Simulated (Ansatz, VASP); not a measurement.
**Ba2LiIrO6 in VASP and in Ansatz**

```
Li Ba Ir O
1.0
     0.00000    4.08087    4.08087
     4.08087    0.00000    4.08087
     4.08087    4.08087    0.00000
Li Ba Ir O
1 2 1 6
Direct
  0.50000 0.50000 0.50000
  0.25000 0.25000 0.25000
  0.75000 0.75000 0.75000
  0.00000 0.00000 0.00000
  0.76486 0.23514 0.23514
  0.23514 0.76486 0.23514
  0.23514 0.76486 0.76486
  0.76486 0.23514 0.76486
  0.23514 0.23514 0.76486
  0.76486 0.76486 0.23514
```

Alike in both runs: functional PBE; k mesh 7 × 7 × 7; occupations gaussian, width 0.2204 eV; no spin polarisation.

Ansatz relaxed the structure, and its values are those at the end. VASP's run is a single point on that final structure, the one shown.

|  | VASP | Ansatz |
| --- | --- | --- |
| version | VASP 6.6.1 | Ansatz 0.2.0 |
| potentials or method | VASP PAW PBE potentials, release 64 (Li_sv, Ba_sv, Ir, O), cutoff 520 eV | PAW plane waves |
| valence electrons in the cell | 68 | 76 |

```csv
,VASP,Ansatz,Ansatz less VASP
rms of the force components (eV/Å),0.117,0.001,-0.1160
```

The functional is the same, so the differences come from potentials, cutoffs and numerics. VASP's potentials hold 68 valence electrons a cell and Ansatz's 76, so a difference there can come from the potentials and not from the codes. Ansatz's warnings: stress scf threshold loose.

Neither program's run includes spin-orbit coupling. Noted on VASP's run: the cutoff is short for stress, so the pressure is rough.
